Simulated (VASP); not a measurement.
# Ta3N4 (P-3m1) in VASP: further runs

Ta3N4 is run at these levels: PBE+D3(BJ); tasks: single point.

All numbers are computed with VASP 6.6.1; they aren't measurements. Logs are shortened: lines on timing, memory, paths and dates and some standing lists are left out, and cuts for length are marked.

## 1. The cell of the first run

It takes space group P-3m1 (No. 164, trigonal). Conventional cell: a = 3.031 Å, b = 3.031 Å, c = 9.728 Å, α = 90.00°, β = 90.00°, γ = 120.00°. Ta (site symmetry -3m) has 6 N at 2.15 Å and 2 Ta at 2.50 Å within 2.8 Å. Ta (site symmetry 3m) has 6 N at 2.15 Å and 1 Ta at 2.50 Å within 2.8 Å. N (site symmetry 3m) has 6 Ta at 2.15 Å within 2.8 Å. N (site symmetry 3m) has 3 Ta at 2.15 Å and 3 N at 2.84 Å within 2.9 Å.

## 2. Single point, PBE+D3(BJ)

INCAR

```
PREC = Accurate
ENCUT = 520
EDIFF = 1E-6
ISMEAR = 0
SIGMA = 0.1
LREAL = F
LASPH = T
NELM = 80
ALGO = Normal
ISIF = 2
LWAVE = F
LCHARG = F
GGA = PE
IVDW = 12
NBANDS = 36
```

KPOINTS

```
regular mesh
0
Gamma
  6 6 2
```

POSCAR

```
Ta3N4
1.0
    3.0315000000      0.0000000000      0.0000000000
   -1.5157500000      2.6253560100      0.0000000000
    0.0000000000      0.0000000000      9.7280699100
Ta N
3 4
Direct
    0.0000000000      0.0000000000      0.0000000000
    0.0000000000      0.0000000000      0.2567142300
    0.0000000000      0.0000000000      0.7432857700
    0.3333333300      0.6666666700      0.8716428800
    0.6666666700      0.3333333300      0.1283571200
    0.3333333300      0.6666666700      0.3850713500
    0.6666666700      0.3333333300      0.6149286500
```

Potentials or basis: VASP PAW PBE potentials, release 64 (Ta_pv, N).

Command:

```console
cat potpaw_PBE.64/Ta_pv/POTCAR potpaw_PBE.64/N/POTCAR > POTCAR
mpirun -np 1 vasp_std > vasp.out
```

OUTCAR:

```text
PREC = Accurate
   ENCUT = 520
   EDIFF = 1E-6
   ISMEAR = 0
   LREAL = F
   LASPH = T
   NELM = 80
   ISIF = 2
   GGA = PE
   IVDW = 12
 IVDW          = 12

 ion  position               nearest neighbor table
   1  0.000  0.000  0.000-   4 2.15   5 2.15   4 2.15   5 2.15   5 2.15   4 2.15   2 2.50   3 2.50

   2  0.000  0.000  0.257-   5 2.15   5 2.15   5 2.15   6 2.15   6 2.15   6 2.15   1 2.50
   3  0.000  0.000  0.743-   4 2.15   4 2.15   4 2.15   7 2.15   7 2.15   7 2.15   1 2.50
   4  0.333  0.667  0.872-   3 2.15   3 2.15   3 2.15   1 2.15   1 2.15   1 2.15
   5  0.667  0.333  0.128-   2 2.15   2 2.15   2 2.15   1 2.15   1 2.15   1 2.15
   6  0.333  0.667  0.385-   2 2.15   2 2.15   2 2.15
   7  0.667  0.333  0.615-   3 2.15   3 2.15   3 2.15

  LATTYP: Found a hexagonal cell.
 ALAT       =     3.0315000000
 C/A-ratio  =     3.2089955171

  Lattice vectors:

 A1 = (   3.0315000000,   0.0000000000,   0.0000000000)
 A2 = (  -1.5157500000,   2.6253560100,   0.0000000000)
 A3 = (   0.0000000000,   0.0000000000,   9.7280699100)

Analysis of symmetry for initial positions (statically):
=====================================================================
 Subroutine PRICEL returns:
 Original cell was already a primitive cell.

 Routine SETGRP: Setting up the symmetry group for a
 hexagonal supercell.

 Subroutine GETGRP returns: Found 12 space group operations
 (whereof 12 operations were pure point group operations)
 out of a pool of 24 trial point group operations.

The static configuration has the point symmetry D_3d.

Analysis of symmetry for dynamics (positions and initial velocities):
=====================================================================
 Subroutine PRICEL returns:
 Original cell was already a primitive cell.

 Routine SETGRP: Setting up the symmetry group for a
 hexagonal supercell.

 Subroutine GETGRP returns: Found 12 space group operations
 (whereof 12 operations were pure point group operations)
 out of a pool of 24 trial point group operations.

The dynamic configuration has the point symmetry D_3d.

 Subroutine INISYM returns: Found 12 space group operations
 (whereof 12 operations are pure point group operations),
 and found     1 'primitive' translations

----------------------------------------------------------------------------------------

                                     Primitive cell

  volume of cell :      77.4234

  direct lattice vectors                    reciprocal lattice vectors
[... 91 lines left out ...]
   NFREE  =      0    steps in history (QN), initial steepest desc. (CG)
   ISIF   =      2    stress and relaxation
   ISYM   =      2    0-nonsym 1-usesym 2-fastsym
   POTIM  = 0.5000    time-step for ionic-motion
   TEBEG  =    0.0;   TEEND  =   0.0 temperature during run
   PSTRESS=    0.0 pullay stress
   NELECT =      53.0000    total number of electrons
   NUPDOWN=      -1.0000    fix difference up-down
   EMIN   =  10.00;   EMAX   =-10.00  energy-range for DOS
   EFERMI =   0.00;   METHOD = LEGACY
   ISMEAR =     0;   SIGMA  =   0.10  broadening in eV -4-tet -1-fermi 0-gaus
   EFERMI_NEDOS =   21; number of points for ismear=-14 and -15
   IALGO  =     38    algorithm
   IMIX   =      4    mixing-type and parameters
     AMIX     =   0.40;   BMIX     =  1.00
     AMIX_MAG =   1.60;   BMIX_MAG =  1.00
  volume/ion in A,a.u.               =      11.06        74.64
  Fermi-wavevector in a.u.,A,eV,Ry     =   1.442811  2.726517 28.323278  2.081702
  Thomas-Fermi vector in A             =   2.561289
   LORBIT       =      0    0 simple, 1 ext, 2 COOP (PROOUT), +10 PAW based schemes
   GGA     = PE    functional components
   LHFCALC =     F    Hartree Fock is set to
   AEXX    =    0.0000 exact exchange contribution
   IVDW    =    12    specifies the selected vdW correction
   LEPSILON=     F    determine dielectric tensor
   LRPA    =     F    only Hartree local field effects (RPA)
 non-spin polarized calculation
 Gauss-broadening in eV      SIGMA  =   0.10
  energy-cutoff  :      520.00
  volume of cell :       77.42
 maximum number of plane-waves:      2125
 NGX is ok and might be reduce to    24
   NGX = 11   NGY = 11   NGZ = 37

 number of electron      53.0000003 magnetization

 Free energy of the ion-electron system (eV)
  ---------------------------------------------------
  ext. energy  EPLUGINS =         0.00000000
  ---------------------------------------------------
  free energy    TOTEN  =       -70.61822393 eV

  energy without entropy =      -70.60245716  energy(sigma->0) =      -70.61034055

 E-fermi :   6.8845     XC(G=0): -12.5511

 val. band max:        6.8493847761   @ k =   0.1667   0.0000   0.5000
 cond. band min:       6.9409506306   @ k =   0.3333   0.1667   0.0000
 fundamental gap:      0.0915658544
 Fermi energy:         6.8845447507

 k-point     1 :       0.0000    0.0000    0.0000
  band No.  band energies     occupation
      1     -29.7253      2.00000
      2     -28.6660      2.00000
      3     -28.4138      2.00000
      4     -28.4138      2.00000
      5     -28.1879      2.00000
      6     -28.1879      2.00000
[... 535 lines left out ...]
     35      12.4300      0.00000
     36      12.4300      0.00000

------------------------ aborting loop because EDIFF is reached ----------------------------------------

 Edisp (eV)   -2.72188

 E8    (eV) :    -1.2236

  FORCE on cell =-STRESS in cart. coord.  units (eV):
  Direction    XX          YY          ZZ          XY          YZ          ZX
  --------------------------------------------------------------------------------------
  -------------------------------------------------------------------------------------
  Total       6.85085     6.85085    14.72609     0.00000     0.00000     0.00000
  in kB     141.76937   141.76937   304.73736     0.00000     0.00000     0.00000
  external pressure =      196.09 kB  Pullay stress =        0.00 kB

 VOLUME and BASIS-vectors are now :
 -----------------------------------------------------------------------------
  energy-cutoff  :      520.00
  volume of cell :       77.42
      direct lattice vectors                 reciprocal lattice vectors
     3.031500000  0.000000000  0.000000000     0.329869701  0.190450361  0.000000000
    -1.515750000  2.625356010  0.000000000     0.000000000  0.380900722  0.000000000
     0.000000000  0.000000000  9.728069910     0.000000000  0.000000000  0.102795314

 POSITION                                       TOTAL-FORCE (eV/Angst)
 -----------------------------------------------------------------------------------
      0.00000      0.00000      0.00000        -0.000000      0.000000      0.000000
      0.00000      0.00000      2.49733        -0.000000     -0.000000      9.873472
      0.00000      0.00000      7.23074        -0.000000      0.000000     -9.873472
     -0.00000      1.75024      8.47940        -0.000000      0.000000      0.350223
      1.51575      0.87512      1.24867        -0.000000      0.000000     -0.350223
     -0.00000      1.75024      3.74600         0.000000      0.000000     -4.458614
      1.51575      0.87512      5.98207         0.000000     -0.000000      4.458614
 -----------------------------------------------------------------------------------
    total drift:                               -0.000000     -0.000000     -0.000000

  FREE ENERGIE OF THE ION-ELECTRON SYSTEM (eV)
  ---------------------------------------------------
  free  energy   TOTEN  =       -73.3400990883 eV

  energy  without entropy=      -73.3243323199  energy(sigma->0) =      -73.33221570
```

OSZICAR:

```text
N       E                     dE             d eps       ncg     rms          rms(c)
DAV:   1     0.501500521857E+03    0.50150E+03   -0.28670E+04  1008   0.151E+03
DAV:   2    -0.459311543344E+02   -0.54743E+03   -0.52962E+03  1160   0.454E+02
DAV:   3    -0.814560275383E+02   -0.35525E+02   -0.35029E+02  1212   0.111E+02
DAV:   4    -0.821666998092E+02   -0.71067E+00   -0.70734E+00  1248   0.161E+01
DAV:   5    -0.821797978819E+02   -0.13098E-01   -0.13082E-01  1252   0.193E+00    0.475E+01
DAV:   6    -0.743126233449E+02    0.78672E+01   -0.89251E+01  1272   0.429E+01    0.235E+01
DAV:   7    -0.730242876457E+02    0.12883E+01   -0.41335E+01  1340   0.262E+01    0.180E+01
DAV:   8    -0.706828327924E+02    0.23415E+01   -0.10824E+01  1336   0.175E+01    0.700E+00
DAV:   9    -0.706742554425E+02    0.85773E-02   -0.22805E+00  1232   0.765E+00    0.195E+00
DAV:  10    -0.706221457191E+02    0.52110E-01   -0.20292E-01  1276   0.315E+00    0.881E-01
DAV:  11    -0.706218931651E+02    0.25255E-03   -0.10621E-01  1296   0.136E+00    0.518E-01
DAV:  12    -0.706186350451E+02    0.32581E-02   -0.10213E-02  1300   0.494E-01    0.230E-01
DAV:  13    -0.706182451308E+02    0.38991E-03   -0.31758E-03  1252   0.232E-01    0.518E-02
DAV:  14    -0.706182234194E+02    0.21711E-04   -0.24650E-04  1324   0.805E-02    0.105E-02
DAV:  15    -0.706182243277E+02   -0.90833E-06   -0.10645E-05  1176   0.210E-02    0.542E-03
DAV:  16    -0.706182239333E+02    0.39441E-06   -0.14038E-06   740   0.103E-02
   1 F= -.73340099E+02 E0= -.73332216E+02  d E =-.157668E-01
```

stdout:

```text
POSCAR found type information on POSCAR TaN
 POSCAR found :  2 types and       7 ions
 scaLAPACK will be used
 LDA part: xc-table for (Slater+PW92), standard interpolation
 POSCAR, INCAR and KPOINTS ok, starting setup
 FFT: planning ... GRIDC
 FFT: planning ... GRID_SOFT
 FFT: planning ... GRID
 WAVECAR not read
 entering main loop
```

Wall time 77 s (1 thread of Intel Xeon 8259CL, shared host); peak memory 0.21 GiB.

What came out:

- Free energy: -73.3401 eV
- Pressure: 19.6 GPa
- Largest force: 9.873 eV/Å
- Band gap on the k mesh: zero (an odd number of electrons rules out a gap without spin polarisation)
- Dispersion energy per atom: -0.389 eV

Forces in eV/Å, atoms in the order of the input:
```
Ta   0.000  0.000  0.000
Ta   0.000  0.000  9.873
Ta   0.000  0.000 -9.873
N    0.000  0.000  0.350
N    0.000  0.000 -0.350
N    0.000  0.000 -4.459
N    0.000  0.000  4.459
```

Stress tensor (GPa, compression positive):
```
14.18  0.00  0.00
 0.00 14.18  0.00
 0.00  0.00 30.47
```

Levels at points of the mesh, in eV from the Fermi level:
| k point | band 24 | band 25 | band 26 | band 27 | band 28 | band 29 | band 30 | band 31 |
| --- | --- | --- | --- | --- | --- | --- | --- | --- |
| (0.00, 0.00, 0.00) | -1.73 | -1.45 | -1.45 | -1.03 | -1.03 | 0.81 | 0.81 | 1.31 |
| (0.50, 0.00, 0.00) | -2.02 | -1.89 | -1.85 | -0.39 | 0.88 | 2.44 | 2.92 | 3.85 |
| (0.00, 0.00, 0.50) | -1.56 | -1.56 | -1.03 | -1.03 | -0.60 | 0.83 | 0.83 | 1.18 |
| (0.50, 0.00, 0.50) | -2.23 | -1.99 | -1.68 | 0.28 | 0.42 | 2.38 | 2.92 | 3.85 |

Caveat: the k points lie up to 0.40 Å⁻¹ apart, too coarse for converged energies and pressures of a metal; spin-orbit coupling is left out, which moves the levels of the heavy elements; forces of over 1 eV/Å act on the atoms, so gaps and moduli don't describe the material at rest.

(Continued in part 2 of 2.)
